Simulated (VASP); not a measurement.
Set up this calculation in VASP 6.6.1, as the native input.

* Task: single point
* Functional: PBE
* Potentials or basis: VASP PAW PBE potentials, release 64 (K_sv, Br)
* Cutoff: 520 eV
* k mesh: 6 × 6 × 6
* Occupations: gaussian, width 0.05 eV
* Spin: no spin polarisation
* Dipole correction: no
* Further INCAR settings: ALGO = Normal; EDIFF = 1e-06; NBANDS = 15

The structure of KBr lies in POSCAR:

```
KBr
1.0
    0.0000000000      3.2925000000      3.1937250000
    3.2925000000      0.0000000000      3.1937250000
    3.2925000000      3.2925000000      0.0000000000
K Br
1 1
Direct
    0.0000000000      0.0000000000      0.0000000000
    0.5000000000      0.5000000000      0.5000000000
```

This cell differs from its parent crystal: strain +0.000 along x and y, -0.030 along z.

One way to write it, as run:

INCAR

```
PREC = Accurate
ENCUT = 520
EDIFF = 1E-6
ISMEAR = 0
SIGMA = 0.05
LREAL = False
LASPH = True
NELM = 100
ALGO = Normal
ISIF = 2
LWAVE = False
LCHARG = False
GGA = PE
NBANDS = 15
```

KPOINTS

```
regular mesh
0
Gamma
  6 6 6
```

Potentials or basis: VASP PAW PBE potentials, release 64 (K_sv, Br).

Launch:

```console
$ cat potpaw_PBE.64/K_sv/POTCAR potpaw_PBE.64/Br/POTCAR > POTCAR
$ mpirun -np 1 vasp_std > vasp.out
```

It gave:

* Pressure: 1.5 GPa
* Band gap on the k mesh: 4.52 eV, direct

Caveat: the cell differs from its parent crystal (strain +0.000 along x and y, -0.030 along z).

Run time: 18 s on 1 thread of AMD EPYC 9R45 96-Core Processor (Zen 5), with other jobs on the host, peak memory 0.18 GiB.
